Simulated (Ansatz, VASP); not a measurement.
One calculation of HfN, two programs

File INCAR:

```
  ALGO = Normal
  EDIFF = 1E-7
  ENCUT = 520
  GGA = PE
  ISIF = 2
  ISMEAR = 0
  LASPH = True
  LCHARG = False
  LREAL = False
  LWAVE = False
  NBANDS = 14
  NELM = 60
  PREC = Accurate
  SIGMA = 0.1
```

File KPOINTS:

```
k-points
0
Gamma
  16 16 16
```

Contents of POSCAR:

```
HfN
1.0
    0.0000000000      2.2274763949      2.2274763949
    2.2274763949      0.0000000000      2.2274763949
    2.2274763949      2.2274763949      0.0000000000
Hf N
1 1
Direct
    0.0000000000      0.0000000000      0.0000000000
    0.5000000000      0.5000000000      0.5000000000
```

Input for Ansatz:

```yaml
crystal:
  lattice:
    - [0.0, 2.2274763945, 2.2274763945]
    - [2.2274763945, 0.0, 2.2274763945]
    - [2.2274763945, 2.2274763945, 0.0]
  atoms:
    - { symbol: Hf, position: [0.0, 0.0, 0.0] }
    - { symbol: "N", position: [0.5, 0.5, 0.5] }
basis:
  ecutwfc: 420
kpoints:
  mp_grid: { grid: [16, 16, 16] }
hamiltonian:
  xc: pbe
scf:
  occupations: { method: gaussian, width: 0.1 }
output:
  forces: true
  stress: true
  eigenvalues: true
```

Alike in both runs: task single point; functional PBE; k mesh 16 × 16 × 16; occupations gaussian, width 0.1 eV; no spin polarisation.

|  | VASP | Ansatz |
| --- | --- | --- |
| version | VASP 6.6.1 | Ansatz 0.2.0 |
| potentials or method | VASP PAW PBE potentials, release 64 (Hf_pv, N), cutoff 520 eV | scalar-relativistic, plane waves, PAW |
| valence electrons in the cell | 15 | 31 |

VASP gave:

- gap on the k mesh at the Fermi level (eV): none
- pressure (GPa): 16.1

Problem. Estimate Ansatz's values.

Solution. gap on the k mesh at the Fermi level (eV): none; pressure (GPa): 18.6.

A gap of «none» marks a metal or a gap that the smearing closes. VASP's potentials hold 15 valence electrons a cell and Ansatz's 31, so a difference there can come from the potentials and not from the codes.

Spin-orbit coupling is off throughout.
